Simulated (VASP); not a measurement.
Write the native input for VASP 6.6.1 that does the following.

```
Task                   : single point
Functional             : LDA
Potentials or basis    : VASP PAW LDA potentials, release 64 (K_sv, Pd, O)
Cutoff                 : 520 eV
k mesh                 : 5 × 5 × 5
Occupations            : gaussian, width 0.2 eV
Spin                   : no spin polarisation
Dipole correction      : no
Further INCAR settings : ALGO = Normal; EDIFF = 1e-07; NBANDS = 26
```

The structure of KPdO3 lies in POSCAR:

```
KPdO3
1.0
    4.0700760000      0.0000000000      0.0000000000
    0.0000000000      4.0700760000      0.0000000000
    0.0000000000      0.0000000000      4.0700760000
K Pd O
1 1 3
Direct
    0.0000000000      0.0000000000      0.0000000000
    0.5000000000      0.5000000000      0.5000000000
    0.5000000000      0.5000000000      0.0000000000
    0.5000000000      0.0000000000      0.5000000000
    0.0000000000      0.5000000000      0.5000000000
```

One way to write it, as run:

INCAR

```
PREC = Accurate ; ENCUT = 520
EDIFF = 1E-7 ; ISMEAR = 0
SIGMA = 0.2 ; LREAL = F
LASPH = T ; NELM = 80
ALGO = Normal ; ISIF = 2
LWAVE = F ; LCHARG = T
GGA = CA ; LELF = T
LVHAR = T ; NBANDS = 26
```

KPOINTS

```
regular mesh
0
Gamma
  5 5 5
```

Potentials or basis: VASP PAW LDA potentials, release 64 (K_sv, Pd, O).

Run with:

```sh
$ cat potpaw_LDA.64/K_sv/POTCAR potpaw_LDA.64/Pd/POTCAR potpaw_LDA.64/O/POTCAR > POTCAR
$ mpirun -np 1 vasp_std > vasp.out
```

Results of the run:

The pressure is -12.3 GPa.

Caveat: an odd number of electrons without spin polarisation forces a metal; a magnetic or distorted state may lie lower.

It took 62 s on 1 thread of Intel Xeon 8259CL (shared host), peak memory 0.15 GiB.
